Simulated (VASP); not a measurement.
A run of VASP 6.6.1:

The input INCAR:

```
PREC = Accurate ; ENCUT = 600
EDIFF = 1E-6 ; ISMEAR = 0
SIGMA = 0.15 ; LREAL = F
LASPH = T ; NELM = 120
ALGO = Normal ; ISIF = 2
LWAVE = F ; LCHARG = F
GGA = PE ; NBANDS = 36
GGA_COMPAT = F
```

File KPOINTS:

```
Automatic mesh
0
Gamma
  2 3 3
```

Contents of POSCAR:

```
W2AuN3
1.0
    5.7439160097      0.0000000000      0.0000000000
    0.0000000000      2.3515972632      2.7107499161
    0.0000000000     -2.3515972632      2.7107499161
W Au N
2 1 3
Direct
    0.7846289477      0.2079424597      0.2079424597
    0.2153710523      0.2079424597      0.2079424597
    0.5000000000      0.6143845682      0.6143845682
    0.0000000000      0.7038247367      0.1790693912
    0.0000000000      0.1790693912      0.7038247367
    0.5000000000     -0.0048625254     -0.0048625254
```

Potentials or basis: VASP PAW PBE potentials, release 64 (W_sv, Au, N).

The run is started by

```sh
$ cat potpaw_PBE.64/W_sv/POTCAR potpaw_PBE.64/Au/POTCAR potpaw_PBE.64/N/POTCAR > POTCAR
$ mpirun -np 1 vasp_std > vasp.out
```

Hardware: 1 thread of Intel Xeon 8259CL (shared host).

How long does it take, and how much memory?

Wall time 60 s on 1 thread of Intel Xeon 8259CL (shared host), peak memory 0.21 GiB. Counts: scf iterations 15, k points 8.
